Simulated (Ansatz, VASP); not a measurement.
## AlGa3O6 in VASP and in Ansatz

```
Al Ga O
1.0
     3.05397    0.00000    0.00000
     0.58375    4.92085    0.00000
     0.44539    1.51027    7.87185
Al Ga O
1 3 6
Direct
  0.62272 0.33226 0.10044
  0.28587 0.96018 0.84215
  0.21193 0.80200 0.28300
  0.75208 0.48139 0.64536
  0.71610 0.69667 0.40879
  0.36929 0.67888 0.07923
  0.29046 0.27435 0.63417
  0.81782 0.76275 0.76277
  0.73365 0.17756 0.92017
  0.13147 0.19066 0.21224
```

Alike in both runs: functional PBE; k mesh 10 × 6 × 4; occupations gaussian, width 0.02 eV; no spin polarisation.

Ansatz relaxed the structure, and its values are those at the end. VASP's run is a single point on that final structure, the one shown.

|  | VASP | Ansatz |
| --- | --- | --- |
| version | VASP 6.6.1 | Ansatz 0.2.0 |
| potentials or method | VASP PAW PBE potentials, release 64 (Al, Ga_d, O), cutoff 520 eV | scalar-relativistic, plane waves, PAW |
| valence electrons in the cell | 78 | 78 |

Ansatz gave:

| Property | Result |
| --- | --- |
| gap on the k mesh at the Fermi level (eV) | 2.43 |
| least direct gap on the mesh (eV) | 2.45 |
| pressure (GPa) | 0.0 |
| rms of the force components (eV/Å) | 0.003 |

Problem. What did VASP give for the same quantities?

Solution. gap on the k mesh at the Fermi level (eV): 2.42; least direct gap on the mesh (eV): 2.43; pressure (GPa): 0.4; rms of the force components (eV/Å): 0.017.
